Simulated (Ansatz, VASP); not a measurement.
## Two plane-wave programs on Sc

File INCAR:

```
ALGO = Fast
EDIFF = 1E-6
ENCUT = 520
GGA = PS
ISIF = 2
ISMEAR = 0
LASPH = T
LCHARG = T
LELF = T
LREAL = F
LVHAR = T
LWAVE = F
NBANDS = 12
NELM = 80
PREC = Accurate
SIGMA = 0.15
```

The input KPOINTS:

```
k-points
0
Gamma
  18 18 18
```

POSCAR

```
Sc
1.0
    0.0000000000      2.2705000000      2.3386150000
    2.2705000000      0.0000000000      2.3386150000
    2.2705000000      2.2705000000      0.0000000000
Sc
1
Direct
    0.0000000000      0.0000000000      0.0000000000
```

Input for Ansatz:

```yaml
crystal:
  lattice:
    - [0.0, 2.2705, 2.338615]
    - [2.2705, 0.0, 2.338615]
    - [2.2705, 2.2705, 0.0]
  atoms:
    - { symbol: Sc, position: [0.0, 0.0, 0.0] }
basis:
  ecutwfc: 420
kpoints:
  mp_grid: { grid: [18, 18, 18] }
hamiltonian:
  xc: pbesol
scf:
  occupations: { method: gaussian, width: 0.15 }
output:
  forces: true
  stress: true
  eigenvalues: true
```

Change from the starting cell: strain +0.000 along x and y, +0.030 along z, atoms carried along.

Alike in both runs: task single point; functional PBEsol; k mesh 18 × 18 × 18; occupations gaussian, width 0.15 eV; no spin polarisation.

|  | VASP | Ansatz |
| --- | --- | --- |
| version | VASP 6.6.1 | Ansatz 0.2.0 |
| potentials or method | VASP PAW PBE potentials, release 64 (Sc_sv), cutoff 520 eV | scalar-relativistic, plane waves, PAW |
| valence electrons in the cell | 11 | 11 |

Ansatz gave:

```
gap on the k mesh at the Fermi level (eV)                     : none
pressure (GPa)                                                : -1.1
traceless stress, the component that is largest in VASP (GPa) : -0.61
```

Q: What did VASP give for the same quantities?

A: gap on the k mesh at the Fermi level (eV): none; pressure (GPa): -1.2; traceless stress, the component that is largest in VASP (GPa): -0.61.

VASP's potentials were made for PBE, not for PBEsol. A gap of «none» marks a metal or a gap that the smearing closes. The functional is the same, so the differences come from potentials, cutoffs and numerics.
